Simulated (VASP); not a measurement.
Crystal: Al3VN4.

```
CELL_PARAMETERS angstrom
3.30238 -4.67027 0.00000
3.30238 4.67027 0.00000
0.00000 0.00000 3.30238
ATOMIC_POSITIONS crystal
Al 0.00000 0.50000 0.00000
Al 0.50000 0.50000 0.50000
Al 0.50000 0.00000 0.00000
V 0.00000 0.00000 0.50000
N 0.75000 0.75000 0.00000
N 0.75000 0.25000 0.50000
N 0.25000 0.75000 0.50000
N 0.25000 0.25000 0.00000
```

| Item | Value |
| --- | --- |
| Program | VASP 6.6.1 |
| Task | relaxation of cell and atoms |
| Functional | PBE |
| Potentials or basis | VASP PAW PBE potentials, release 64 (Al, V_sv, N) |
| Cutoff | 600 eV |
| k mesh | 4 × 4 × 6 |
| Occupations | gaussian, width 0.1 eV |
| Spin | collinear spin, ferromagnetic start |
| Starting moments | [0.0, 0.0, 0.0, 2.0, 0.0, 0.0, 0.0, 0.0] μB |

At the start: pressure -42.8 GPa; volume 12.73 Å³/atom.

Q: How do energy, volume and symmetry change on relaxing?

A: Over 8 steps the energy falls by 770.9 meV/atom and the volume is 8.67 Å³/atom (-31.9 %); space group Cmmm (No. 65, to 0.1 Å) before and after; moment 1.82 μB per cell.

Step by step:
```csv
step,energy change (eV),largest force (eV/Å),pressure (GPa),volume (Å³)
1,0.0000,0.3774,-42.78,101.87
2,-4.6879,1.7025,51.11,59.51
3,-6.0904,1.1667,-0.09,69.54
4,-6.0884,1.1952,1.90,68.98
5,-6.1544,0.3600,2.37,68.63
6,-6.1631,0.0425,2.14,68.72
7,-6.1653,0.0092,-1.53,69.75
8,-6.1674,0.0187,-0.03,69.32
```

Final structure:
```
CELL_PARAMETERS angstrom
2.91680 -4.12939 0.00000
2.91680 4.12939 0.00000
0.00000 0.00000 2.87774
ATOMIC_POSITIONS crystal
Al 0.00000 0.50000 0.00000
Al 0.50000 0.50000 0.50000
Al 0.50000 0.00000 0.00000
V 0.00000 0.00000 0.50000
N 0.74102 0.74102 0.00000
N 0.74528 0.25472 0.50000
N 0.25472 0.74528 0.50000
N 0.25898 0.25898 0.00000
```

Caveat: the volume moved by over 15 % at a fixed basis, so the end points are rough.
